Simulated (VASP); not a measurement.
Set up this calculation in VASP 6.6.1, as the native input.

```
Task                               : single point
Functional                         : HSE06
Potentials or basis                : VASP PAW PBE potentials, release 64 (Zr_sv, O)
Cutoff                             : 520 eV
k mesh                             : 4 × 4 × 4
Occupations                        : gaussian, width 0.01 eV
Spin                               : no spin polarisation
Dipole correction                  : no
Grid for exact exchange (PRECFOCK) : Normal
Further INCAR settings             : ALGO = Normal; EDIFF = 1e-06; NBANDS = 33
Share of exact exchange            : 0.25
Screening parameter                : 0.2079 1/Å
```

Crystal: ZrO2.

```
Zr O
1.0
     3.60103    0.00000    0.00000
     0.00000    3.60103    0.00000
     0.00000    0.00000    5.33170
Zr O
2 4
Direct
  0.00000 0.00000 0.00000
  0.50000 0.50000 0.50000
  0.00000 0.50000 0.30916
  0.00000 0.50000 0.80916
  0.50000 0.00000 0.69084
  0.50000 0.00000 0.19084
```

This cell differs from its parent crystal: uniaxial z strain +2.0%.

One way to write it, as run:

POSCAR

```
ZrO2
1.0
    3.6010285391      0.0000000000      0.0000000000
    0.0000000000      3.6010285391      0.0000000000
    0.0000000000      0.0000000000      5.3317030107
Zr O
2 4
Direct
    0.0000000000      0.0000000000      0.0000000000
    0.5000000000      0.5000000000      0.5000000000
    0.0000000000      0.5000000000      0.3091621723
    0.0000000000      0.5000000000      0.8091621723
    0.5000000000      0.0000000000      0.6908378277
    0.5000000000      0.0000000000      0.1908378277
```

INCAR.step1

```
PREC = Accurate
ENCUT = 520
EDIFF = 1E-5
ISMEAR = 0
SIGMA = 0.01
LREAL = False
LASPH = True
NELM = 120
ALGO = Normal
ISIF = 2
LWAVE = True
LCHARG = False
NBANDS = 33
GGA = PE
GGA_COMPAT = False
KPAR = 4
```

INCAR.step2

```
PREC = Accurate
ENCUT = 520
EDIFF = 1E-6
ISMEAR = 0
SIGMA = 0.01
LREAL = False
LASPH = True
NELM = 120
ALGO = Normal
ISIF = 2
LWAVE = False
LCHARG = False
GGA = PE
LHFCALC = True
HFSCREEN = 0.2079
PRECFOCK = Normal
NBANDS = 33
ISTART = 1
GGA_COMPAT = False
KPAR = 4
```

KPOINTS

```
Automatic mesh
0
Gamma
  4 4 4
```

Potentials or basis: VASP PAW PBE potentials, release 64 (Zr_sv, O).

Launch:

```bash
$ cat potpaw_PBE.64/Zr_sv/POTCAR potpaw_PBE.64/O/POTCAR > POTCAR
$ cp INCAR.step1 INCAR
$ mpirun -np 4 vasp_std > vasp.out
$ cp INCAR.step2 INCAR
$ mpirun -np 4 vasp_std > vasp.out
```

Results of the run:

```yaml
Pressure: -4.5 GPa
Largest_force: 0.031 eV/Å
Band_gap_on_the_k_mesh: 5.74 eV (least direct gap 5.81 eV)
```

Caveat: the k points lie up to 0.44 Å⁻¹ apart; the cell differs from its parent crystal (uniaxial z strain +2.0%); the PAW data sets were made with another functional, which shifts forces and pressure a little.

It took 25 min on 4 MPI ranks on Intel(R) Xeon(R) Platinum 8488C (Sapphire Rapids) (shared host), peak memory 0.32 GiB a rank.
